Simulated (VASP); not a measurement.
A run of VASP 6.6.1:

Contents of INCAR:

```
SYSTEM = Se
PREC = Accurate
ENCUT = 520
EDIFF = 1E-6
ISMEAR = -1
SIGMA = 0.03
LREAL = .False.
LASPH = .True.
NELM = 80
ALGO = Normal
ISIF = 2
LWAVE = .False.
LCHARG = .False.
GGA = PE
NBANDS = 16
```

KPOINTS

```
regular mesh
0
Gamma
  6 6 5
  0 0 0
```

Contents of POSCAR:

```
Se
1.0
    4.3661999489      0.0436619995      0.0436619995
   -2.1452875738      3.7594090740      0.0159814010
    0.0495360000      0.0495360000      4.9536000000
Se
3
Direct
    0.2254000000      0.0000000000      0.3333333333
    0.0000000000      0.2254000000      0.6666666667
    0.7746000000      0.7746000000      0.0000000000
```

Potentials or basis: VASP PAW PBE potentials, release 64 (Se).

Command:

```sh
$ cat potpaw_PBE.64/Se/POTCAR > POTCAR
$ mpirun -np 1 vasp_std > vasp.out
```

Hardware: 1 thread of Intel(R) Xeon(R) Platinum 8488C (Sapphire Rapids), on a shared host.

Problem. How long does it take, and how much memory?

Solution. Wall time 39 s on 1 thread of Intel(R) Xeon(R) Platinum 8488C (Sapphire Rapids) (shared host), peak memory 0.24 GiB. Counts: scf iterations 12, k points 92.
